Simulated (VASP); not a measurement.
Cd: single point with LDA

The system is Cd.

```xyz
1
Lattice="1.6080 0.9284 2.4493 -1.6080 0.9284 2.4493 0.0000 -1.8568 2.4493" Properties=species:S:1:pos:R:3 pbc="T T T"
Cd    0.0000    0.0000    0.0000
```

```yaml
Program: VASP 6.6.1
Task: single point
Functional: LDA
Potentials_or_basis: VASP PAW LDA potentials, release 64 (Cd)
Cutoff: 520 eV
k_mesh: 10 × 10 × 10
Occupations: methfessel-paxton, width 0.05 eV
Spin: no spin polarisation
```

| Property | Result |
| --- | --- |
| Pressure | -4.4 GPa |
| Band gap on the k mesh | zero (band 6 reaches 3.85 eV, above the bottom of band 7 at 0.90 eV) |

Stress tensor (GPa, compression positive):
```
-4.53  0.00  0.00
 0.00 -4.53  0.00
 0.00  0.00 -4.18
```

Levels at points of the mesh, in eV from the Fermi level:
```tsv
k point	band 2	band 3	band 4	band 5	band 6	band 7	band 8	band 9	band 10	band 11
(0.00, 0.00, 0.00)	-9.11	-8.90	-8.69	-8.53	-8.53	13.60	14.10	14.10	16.97	17.72
(0.50, 0.00, 0.00)	-9.14	-8.86	-8.26	-8.13	-2.35	-1.59	12.40	12.59	14.05	16.38
(0.50, 0.50, 0.00)	-9.57	-8.23	-8.09	-8.04	-0.74	1.39	6.03	7.55	10.46	11.97
(0.50, 0.50, 0.50)	-9.03	-9.03	-8.12	-8.12	-1.85	-0.44	11.41	11.41	12.53	15.66
```

Wall time 13 s on 1 thread of Intel Xeon 6975P-C, on a shared host, peak memory 0.14 GiB.
